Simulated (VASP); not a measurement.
Input of a VASP 6.6.1 run:

File INCAR:

```
PREC = Accurate
ENCUT = 520
EDIFF = 1E-6
ISMEAR = -1
SIGMA = 0.1
LREAL = F
LASPH = T
NELM = 60
ALGO = Normal
ISIF = 2
LWAVE = F
LCHARG = F
GGA = PE
NBANDS = 12
```

KPOINTS

```
Automatic mesh
0
Gamma
  16 16 16
```

The input POSCAR:

```
Ag
1.0
    0.0000000000      1.9570269915      1.9570269915
    1.9570269915      0.0000000000      1.9570269915
    1.9570269915      1.9570269915      0.0000000000
Ag
1
Direct
    0.0000000000      0.0000000000      0.0000000000
```

Potentials or basis: VASP PAW PBE potentials, release 64 (Ag).

Run with:

```console
$ cat potpaw_PBE.64/Ag/POTCAR > POTCAR
$ mpirun -np 1 vasp_std > vasp.out
```

(1) What does it give for the pressure?

## Answers

(1) 25.9 GPa.
